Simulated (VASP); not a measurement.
A run of VASP 6.6.1:

File INCAR:

```
SYSTEM = Al2Ru
  PREC = Accurate
  ENCUT = 520
  EDIFF = 1E-6
  ISMEAR = 0
  SIGMA = 0.15
  LREAL = .False.
  LASPH = .True.
  NELM = 80
  ALGO = Fast
  ISIF = 2
  LWAVE = .False.
  LCHARG = .False.
  GGA = PS
  NBANDS = 17
```

KPOINTS

```
regular mesh
0
Gamma
  22 22 22
  0 0 0
```

Contents of POSCAR:

```
Al2Ru
1.0
   -1.5840890652      1.5840890652      4.1483787927
    1.5840890652     -1.5840890652      4.1483787927
    1.5840890652      1.5840890652     -4.1483787927
Al Ru
2 1
Direct
    0.6590760825      0.6590760825      0.0000000000
    0.3409239175      0.3409239175      0.0000000000
    0.0000000000      0.0000000000      0.0000000000
```

Potentials or basis: VASP PAW PBE potentials, release 64 (Al, Ru_pv).

Run with:

```console
$ cat potpaw_PBE.64/Al/POTCAR potpaw_PBE.64/Ru_pv/POTCAR > POTCAR
$ mpirun -np 1 vasp_std > vasp.out
```

Hardware: 1 thread of Intel Xeon 8259CL, with other jobs on the host.

Task: How long does it take, and how much memory?

Result: Wall time 29 min on 1 thread of Intel Xeon 8259CL (shared host), peak memory 0.67 GiB. Counts: scf iterations 15, k points 834.
